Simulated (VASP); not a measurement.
Here is a VASP 6.6.1 calculation.

The input INCAR:

```
SYSTEM = TaGe3Ru
PREC = Accurate ; ENCUT = 520
EDIFF = 1E-6 ; ISMEAR = 0
SIGMA = 0.1 ; LREAL = .FALSE.
LASPH = .TRUE. ; NELM = 100
ALGO = Normal ; ISIF = 2
LWAVE = .FALSE. ; LCHARG = .FALSE.
GGA = PE ; NBANDS = 42
```

KPOINTS

```
Automatic mesh
0
G
  4 4 4
  0 0 0
```

The input POSCAR:

```
TaGe3Ru
1.0
    2.4585783434     -2.4585727897      0.0000000000
    2.4585783434      2.4585727897      0.0000000000
    0.0000000000      0.0000000000      7.6872156241
Ta Ge Ru
1 3 1
Direct
    0.5000000000      0.5000000000      0.5000000000
    0.0000000000      0.0000000000      0.8330858310
    0.0000000000      0.0000000000      0.1669141690
    0.0000000000      0.0000000000      0.5000000000
    0.5000000000      0.5000000000      0.0000000000
```

Potentials or basis: VASP PAW PBE potentials, release 64 (Ta_pv, Ge_d, Ru_pv).

Launch:

```console
$ cat potpaw_PBE.64/Ta_pv/POTCAR potpaw_PBE.64/Ge_d/POTCAR potpaw_PBE.64/Ru_pv/POTCAR > POTCAR
$ mpirun -np 1 vasp_std > vasp.out
```

(1) Estimate the pressure.

(2) Estimate the largest force.

## Answers

(1) 0.1 GPa.

(2) 0.011 eV/Å.

Caveat: the k points lie up to 0.45 Å⁻¹ apart, too coarse for converged energies and pressures of a metal; an odd number of electrons without spin polarisation forces a metal; a magnetic or distorted state may lie lower.
